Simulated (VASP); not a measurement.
Wanted: the native input for a VASP 6.6.1 run.

```
Task                   : relaxation of cell and atoms
Functional             : PBE
Potentials or basis    : VASP PAW PBE potentials, release 64 (Ti_sv)
Cutoff                 : 600 eV
k mesh                 : 20 × 20 × 20
Occupations            : gaussian, width 0.1 eV
Spin                   : no spin polarisation
Target pressure        : 25 GPa
Dipole correction      : no
Further INCAR settings : ALGO = Fast; EDIFF = 1e-06; IBRION = 2; EDIFFG = -0.008; NSW = 70; ISIF = 3
```

The structure of Ti lies in POSCAR:

```
Ti
1.0
   -1.5349112896      1.5349112896      1.5349112896
    1.5349112896     -1.5349112896      1.5349112896
    1.5349112896      1.5349112896     -1.5349112896
Ti
1
Direct
    0.0000000000      0.0000000000      0.0000000000
```

One way to write it, as run:

INCAR

```
PREC = Accurate
ENCUT = 600
EDIFF = 1E-6
ISMEAR = 0
SIGMA = 0.1
LREAL = False
LASPH = True
NELM = 100
ALGO = Fast
ISIF = 3
LWAVE = False
LCHARG = False
GGA = PE
IBRION = 2
NSW = 70
EDIFFG = -0.008
PSTRESS = 250.0
```

KPOINTS

```
regular mesh
0
Gamma
  20 20 20
```

Potentials or basis: VASP PAW PBE potentials, release 64 (Ti_sv).

Command:

```bash
$ cat potpaw_PBE.64/Ti_sv/POTCAR > POTCAR
$ mpirun -np 1 vasp_std > vasp.out
```

It gave:

```
Relaxed volume                                         : 14.42 Å³/atom
Relaxed cell                                           : a = 2.656 Å, b = 2.656 Å, c = 2.656 Å, α = 109.47°, β = 109.47°, γ = 109.47°
Space group after relaxing (to 0.05 Å)                 : Im-3m (No. 229)
Energy change on relaxing (the enthalpy is what falls) : +7.5 meV/atom
Ionic steps                                            : 3
Pressure after relaxing                                : 25.0 GPa
Band gap on the k mesh                                 : zero (band 6 reaches 11.31 eV, above the bottom of band 7 at 9.43 eV)
```

Caveat: the cell is relaxed towards a set pressure, so the enthalpy falls and the energy may rise.

It took 97 s on 1 thread of Intel(R) Xeon(R) 6975P-C (Granite Rapids) (shared host), peak memory 0.19 GiB.
